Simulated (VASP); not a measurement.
# Li2GeN (Cmcm) in VASP: single point with PBE

Aim: the single point of Li2GeN with PBE.

Everything below comes from runs of VASP 6.6.1. Logs are shortened: lines on timing, memory, paths and dates and some standing lists are left out, and cuts for length are marked.

## (1) The cell of the first run

The structure is orthorhombic, space group Cmcm (No. 63). The conventional cell has a = 3.390 Å, b = 11.595 Å, c = 5.282 Å, α = 90.00°, β = 90.00°, γ = 90.00°. Li (site symmetry m) has 3 N at 2.04 to 2.11 Å and 4 Li at 2.32 to 2.77 Å and 2 Ge at 2.74 Å within 2.8 Å. Ge (site symmetry m2m) has 1 N at 1.83 Å within 2.4 Å. Within 2.4 Å of N (site symmetry m2m) lie 1 Ge at 1.83 Å and 6 Li at 2.04 to 2.11 Å.

## (2) Single point, PBE

Contents of INCAR:

```
PREC = Accurate
ENCUT = 520
EDIFF = 1E-7
ISMEAR = 0
SIGMA = 0.1
LREAL = F
LASPH = T
NELM = 100
ALGO = Normal
ISIF = 2
LWAVE = F
LCHARG = T
GGA = PE
LELF = T
LVHAR = T
NBANDS = 35
```

Contents of KPOINTS:

```
regular mesh
0
Gamma
  10 10 6
```

Contents of POSCAR:

```
Li2GeN
1.0
    1.6949385540     -5.7973528895      0.0000000000
    1.6949385540      5.7973528895      0.0000000000
    0.0000000000      0.0000000000      5.2817332599
Li Ge N
4 2 2
Direct
    0.8183798400      0.1816201600      0.9873770421
    0.1816201600      0.8183798400      0.4873770421
    0.1816201600      0.8183798400      0.0126229579
    0.8183798400      0.1816201600      0.5126229579
    0.5312074776      0.4687925224      0.2500000000
    0.4687925224      0.5312074776      0.7500000000
    0.6893116381      0.3106883619      0.2500000000
    0.3106883619      0.6893116381      0.7500000000
```

Potentials or basis: VASP PAW PBE potentials, release 64 (Li_sv, Ge_d, N).

Command:

```
cat potpaw_PBE.64/Li_sv/POTCAR potpaw_PBE.64/Ge_d/POTCAR potpaw_PBE.64/N/POTCAR > POTCAR
mpirun -np 1 vasp_std > vasp.out
```

OUTCAR:

```text
PREC = Accurate
   ENCUT = 520
   EDIFF = 1E-7
   ISMEAR = 0
   LREAL = F
   LASPH = T
   NELM = 100
   ISIF = 2
   GGA = PE

 ion  position               nearest neighbor table
   1  0.818  0.182  0.987-   7 2.04   8 2.11   8 2.11   3 2.32   3 2.32   4 2.51   6 2.74   6 2.74

   2  0.182  0.818  0.487-   8 2.04   7 2.11   7 2.11   4 2.32   4 2.32   3 2.51   5 2.74   5 2.74

   3  0.182  0.818  0.013-   8 2.04   7 2.11   7 2.11   1 2.32   1 2.32   2 2.51   5 2.74   5 2.74

   4  0.818  0.182  0.513-   7 2.04   8 2.11   8 2.11   2 2.32   2 2.32   1 2.51   6 2.74   6 2.74

   5  0.531  0.469  0.250-   7 1.83   3 2.74   2 2.74   2 2.74   3 2.74   6 2.74   6 2.74
   6  0.469  0.531  0.750-   8 1.83   4 2.74   1 2.74   1 2.74   4 2.74   5 2.74   5 2.74
   7  0.689  0.311  0.250-   5 1.83   4 2.04   1 2.04   3 2.11   2 2.11   2 2.11   3 2.11
   8  0.311  0.689  0.750-   6 1.83   3 2.04   2 2.04   4 2.11   1 2.11   1 2.11   4 2.11

  LATTYP: Found a base centered orthorhombic cell.
 ALAT       =     3.3898771080
 B/A-ratio  =     3.4203911852
 C/A-ratio  =     1.5580898928

  Lattice vectors:

 A1 = (   1.6949385540,  -5.7973528895,   0.0000000000)
 A2 = (   1.6949385540,   5.7973528895,   0.0000000000)
 A3 = (   0.0000000000,   0.0000000000,   5.2817332599)

Analysis of symmetry for initial positions (statically):
=====================================================================
 Subroutine PRICEL returns:
 Original cell was already a primitive cell.

 Routine SETGRP: Setting up the symmetry group for a
 base centered orthorhombic supercell.

 Subroutine GETGRP returns: Found  8 space group operations
 (whereof  4 operations were pure point group operations)
 out of a pool of  8 trial point group operations.

The static configuration has the point symmetry C_2h.
 The point group associated with its full space group is D_2h.

Analysis of symmetry for dynamics (positions and initial velocities):
=====================================================================
 Subroutine PRICEL returns:
 Original cell was already a primitive cell.

 Routine SETGRP: Setting up the symmetry group for a
 base centered orthorhombic supercell.

 Subroutine GETGRP returns: Found  8 space group operations
 (whereof  4 operations were pure point group operations)
 out of a pool of  8 trial point group operations.

The dynamic configuration has the point symmetry C_2h.
 The point group associated with its full space group is D_2h.
[... 116 lines left out ...]
   NFREE  =      0    steps in history (QN), initial steepest desc. (CG)
   ISIF   =      2    stress and relaxation
   ISYM   =      2    0-nonsym 1-usesym 2-fastsym
   POTIM  = 0.5000    time-step for ionic-motion
   TEBEG  =    0.0;   TEEND  =   0.0 temperature during run
   PSTRESS=    0.0 pullay stress
   NELECT =      50.0000    total number of electrons
   NUPDOWN=      -1.0000    fix difference up-down
   EMIN   =  10.00;   EMAX   =-10.00  energy-range for DOS
   EFERMI =   0.00;   METHOD = LEGACY
   ISMEAR =     0;   SIGMA  =   0.10  broadening in eV -4-tet -1-fermi 0-gaus
   EFERMI_NEDOS =   21; number of points for ismear=-14 and -15
   IALGO  =     38    algorithm
   IMIX   =      4    mixing-type and parameters
     AMIX     =   0.40;   BMIX     =  1.00
     AMIX_MAG =   1.60;   BMIX_MAG =  1.00
  volume/ion in A,a.u.               =      12.97        87.56
  Fermi-wavevector in a.u.,A,eV,Ry     =   1.283319  2.425122 22.407555  1.646909
  Thomas-Fermi vector in A             =   2.415579
   LORBIT       =      0    0 simple, 1 ext, 2 COOP (PROOUT), +10 PAW based schemes
   GGA     = PE    functional components
   LHFCALC =     F    Hartree Fock is set to
   AEXX    =    0.0000 exact exchange contribution
   IVDW    =     0    specifies the selected vdW correction
   LEPSILON=     F    determine dielectric tensor
   LRPA    =     F    only Hartree local field effects (RPA)
 non-spin polarized calculation
 Gauss-broadening in eV      SIGMA  =   0.10
  energy-cutoff  :      520.00
  volume of cell :      103.80
 maximum number of plane-waves:      2824
 NGX is ok and might be reduce to    48
   NGX = 23   NGY = 23   NGZ = 19

 number of electron      49.9999981 magnetization

 Free energy of the ion-electron system (eV)
  ---------------------------------------------------
  ext. energy  EPLUGINS =         0.00000000
  ---------------------------------------------------
  free energy    TOTEN  =       -36.28076791 eV

  energy without entropy =      -36.27377328  energy(sigma->0) =      -36.27727059

 E-fermi :   3.7589     XC(G=0):  -9.5816

 val. band max:        3.7547418464   @ k =   0.4000   0.3000   0.1667
 cond. band min:       3.7696648586   @ k =  -0.4000   0.1000   0.1667
 fundamental gap:      0.0149230122
 Fermi energy:         3.7589455933

 k-point     1 :       0.0000    0.0000    0.0000
  band No.  band energies     occupation
      1     -41.5323      2.00000
      2     -41.4924      2.00000
      3     -41.4299      2.00000
      4     -41.3973      2.00000
      5     -20.8263      2.00000
      6     -20.7746      2.00000
[... 901 lines left out ...]
     34      13.0278      0.00000
     35      13.5780      0.00000

 [... further k-points ...]

------------------------ aborting loop because EDIFF is reached ----------------------------------------

  FORCE on cell =-STRESS in cart. coord.  units (eV):
  Direction    XX          YY          ZZ          XY          YZ          ZX
  --------------------------------------------------------------------------------------
  -------------------------------------------------------------------------------------
  Total       -0.0468250     -0.1469341     -0.0324432      0.0000000     -0.0000000      0.0000000
  in kB       -0.7227672     -2.2679992     -0.5007771      0.0000000     -0.0000000      0.0000000
  external PRESSURE =      -1.1638478 kB  Pullay stress =       0.0000000 kB

 VOLUME and BASIS-vectors are now :
 -----------------------------------------------------------------------------
  energy-cutoff  :      520.00
  volume of cell :      103.80
      direct lattice vectors                 reciprocal lattice vectors
     1.694938554 -5.797352889  0.000000000     0.294995945 -0.086246259  0.000000000
     1.694938554  5.797352889  0.000000000     0.294995945  0.086246259  0.000000000
     0.000000000  0.000000000  5.281733260     0.000000000  0.000000000  0.189331788

 POSITION                                       TOTAL-FORCE (eV/Angst)
 -----------------------------------------------------------------------------------
      1.69494     -3.69152      5.21506         0.000000     -0.010122      0.003443
      1.69494      3.69152      2.57420         0.000000      0.010122      0.003443
      1.69494      3.69152      0.06667         0.000000      0.010122     -0.003443
      1.69494     -3.69152      2.70754         0.000000     -0.010122     -0.003443
      1.69494     -0.36184      1.32043         0.000000     -0.027065     -0.000000
      1.69494      0.36184      3.96130         0.000000      0.027065      0.000000
      1.69494     -2.19501      1.32043         0.000000      0.036320     -0.000000
      1.69494      2.19501      3.96130         0.000000     -0.036320      0.000000
 -----------------------------------------------------------------------------------
    total drift:                                0.000000      0.000000     -0.000000

  FREE ENERGIE OF THE ION-ELECTRON SYSTEM (eV)
  ---------------------------------------------------
  free  energy   TOTEN  =       -36.2807679119 eV

  energy  without entropy=      -36.2737732771  energy(sigma->0) =      -36.27727059
```

stdout:

```text
POSCAR found type information on POSCAR LiGeN
 POSCAR found :  3 types and       8 ions
 scaLAPACK will be used
 LDA part: xc-table for (Slater+PW92), standard interpolation
 POSCAR, INCAR and KPOINTS ok, starting setup
 FFT: planning ... GRIDC
 FFT: planning ... GRID_SOFT
 FFT: planning ... GRID
 WAVECAR not read
 entering main loop
```

Run time: 13 min. Hardware: 1 thread of Intel Xeon Platinum 8259CL at 2.50GHz (Skylake/Cascade Lake), shared host; peak memory 0.55 GiB.

Results:

* Free energy: -36.2808 eV
* Largest force: 0.036 eV/Å
* Band gap on the k mesh: zero (bands 25 and 26 overlap by 3.64 eV)

Forces on the atoms (eV/Å):
```
Li   0.000 -0.010  0.003
Li   0.000  0.010  0.003
Li   0.000  0.010 -0.003
Li   0.000 -0.010 -0.003
Ge   0.000 -0.027  0.000
Ge   0.000  0.027  0.000
N    0.000  0.036  0.000
N    0.000 -0.036  0.000
```

Caveat: the cutoff is under 1.25 times the usual one of these potentials, so pressure, stress and relaxed cells hold a basis-set (Pulay) error.
